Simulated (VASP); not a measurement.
Input of a VASP 6.6.1 run:

File INCAR:

```
SYSTEM = Si10H4Cl
  PREC = Accurate
  ENCUT = 520
  EDIFF = 1E-6
  ISMEAR = -1
  SIGMA = 0.02
  LREAL = Auto
  LASPH = .TRUE.
  NELM = 100
  ALGO = Normal
  ISIF = 2
  LWAVE = .FALSE.
  LCHARG = .FALSE.
  GGA = PS
  NBANDS = 72
```

File KPOINTS:

```
regular mesh
0
G
  2 2 1
  0 0 0
```

File POSCAR:

```
Si10H4Cl
1.0
    7.6791800000      0.0000000000      0.0000000000
    0.0000000000      7.6791800000      0.0000000000
    0.0000000000      0.0000000000     19.2555000000
H Si Cl
8 20 2
Direct
    0.4093920100      0.0000000000      0.0519332100
    0.0906079700      0.0000000000      0.0519332100
    0.9093919800      0.0000000000      0.0519332100
    0.5906079500      0.0000000000      0.0519332100
    0.4093920100      0.4999999800      0.0519332100
    0.0906079700      0.4999999800      0.0519332100
    0.9093919800      0.4999999800      0.0519332100
    0.5906079500      0.4999999800      0.0519332100
    0.2499999900      0.0000000000      0.0968814100
    0.7499999700      0.0000000000      0.0968814100
    0.2499999900      0.4999999800      0.0968814100
    0.7499999700      0.4999999800      0.0968814100
    0.2617923010      0.2510562356      0.1625933489
    0.7651192105      0.2484471493      0.1646850223
    0.2431146423      0.7509126813      0.1698469498
    0.7432038947      0.7494173425      0.1682182180
    0.0185934663      0.2512687184      0.2355494845
    0.5111056361      0.2513644394      0.2302245055
   -0.0115782627      0.7535443290      0.2417970655
    0.4940042907      0.7507217880      0.2409228581
   -0.0546563624      0.0049020165      0.3126302784
    0.4925742332      0.0130863744      0.3045884495
   -0.0161681077      0.4945537870      0.3079860280
    0.4971534359      0.4894622011      0.3062376919
    0.2163572299      0.1097704874      0.3377332812
    0.7155503936      0.0796207651      0.3892509370
    0.2387105905      0.4117558220      0.3642742460
    0.7389035544      0.3936129043      0.3708073656
    0.7499391691      0.5138112048      0.4678414665
    0.2563043145      0.4549045511      0.4702145362
```

Potentials or basis: VASP PAW PBE potentials, release 64 (H, Si, Cl).

The run is started by

```bash
$ cat potpaw_PBE.64/H/POTCAR potpaw_PBE.64/Si/POTCAR potpaw_PBE.64/Cl/POTCAR > POTCAR
$ mpirun -np 1 vasp_std > vasp.out
```

Problem. What does it give for the largest force?

Solution. 0.532 eV/Å.

Problem. What does it give for the band gap on the k mesh?

Solution. 0.45 eV (least direct gap 0.85 eV).

Forces on the atoms (eV/Å):
```
H   -0.457 -0.131 -0.062
H    0.467 -0.015 -0.050
H   -0.483 -0.146 -0.083
H    0.432  0.066 -0.028
H   -0.450  0.181 -0.052
H    0.494  0.038 -0.067
H   -0.503  0.151 -0.089
H    0.431 -0.107 -0.011
Si  -0.065 -0.292  0.104
Si   0.101 -0.264  0.088
Si  -0.202  0.406  0.047
Si   0.231  0.115  0.149
Si   0.000  0.005  0.004
Si   0.004 -0.008  0.002
Si   0.003  0.006  0.003
Si   0.000  0.013 -0.003
Si  -0.007 -0.004  0.002
Si   0.001 -0.001  0.004
Si  -0.004 -0.007  0.003
Si   0.003 -0.006  0.002
Si  -0.007  0.000  0.001
Si   0.001 -0.007  0.004
Si   0.004  0.017  0.005
Si   0.001  0.015 -0.005
Si   0.002 -0.003 -0.010
Si   0.002 -0.013  0.015
Si   0.006 -0.016  0.063
Si  -0.004  0.007  0.028
Cl   0.002 -0.010 -0.037
Cl  -0.004  0.008 -0.027
```

Caveat: there is no dipole correction, which matters where the two faces differ; semilocal functionals underestimate gaps, and a narrow one can read as zero; the PAW data sets were made with another functional, which shifts forces and pressure a little.
